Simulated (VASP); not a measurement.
Input of a VASP 6.6.1 run:

File INCAR:

```
PREC = Accurate
ENCUT = 520
EDIFF = 1E-6
ISMEAR = 0
SIGMA = 0.05
LREAL = False
LASPH = True
NELM = 100
ALGO = Normal
ISIF = 2
LWAVE = False
LCHARG = False
GGA = PE
NBANDS = 64
```

KPOINTS

```
Automatic mesh
0
Gamma
  9 9 1
```

The input POSCAR:

```
WSe2
1.0
    3.3204748274      0.0000000000      0.0000000000
   -1.6602374137      2.8756155532      0.0000000000
    0.0000000000      0.0000000000     38.6329385217
W Se
4 8
Direct
    0.7404072101      0.3333333333      0.9016870950
    0.4859913778      0.3333333333      0.2952336168
    0.5140086222      0.6666666667      0.7047660318
    0.2595927899      0.6666666667      0.0983141858
    0.4070197085      0.6666666667      0.9409123283
    0.1526362851      0.6666666667      0.3386746156
    0.8473196137      0.3333333333      0.7482123494
    0.5928716745      0.3333333333      0.1417594602
    0.4071283255      0.6666666667      0.8624579250
    0.1526803863      0.6666666667      0.2517870714
    0.8473637149      0.3333333333      0.6613252624
    0.5929802915      0.3333333333      0.0548688241
```

Potentials or basis: VASP PAW PBE potentials, release 64 (W_sv, Se).

Command:

```sh
$ cat potpaw_PBE.64/W_sv/POTCAR potpaw_PBE.64/Se/POTCAR > POTCAR
$ mpirun -np 1 vasp_std > vasp.out
```

Estimate the band gap on the k mesh.

0.69 eV (least direct gap 0.76 eV).

Predict the largest force.

3.497 eV/Å.

Forces in eV/Å, atoms in the order of the input:
```
W    0.000  0.000 -0.003
W    0.001  0.000  0.000
W   -0.001  0.000  0.000
W    0.000  0.000 -0.001
Se   0.001  0.000  3.497
Se   0.000  0.000  0.043
Se   0.000  0.000  0.043
Se   0.000  0.000  0.042
Se  -0.001  0.000 -3.495
Se   0.000  0.000 -0.041
Se   0.000  0.000 -0.043
Se  -0.001  0.000 -0.042
```

Caveat: the cell differs from its parent crystal (atoms displaced along a vibrational mode); spin-orbit coupling is left out, which moves the levels of the heavy elements.
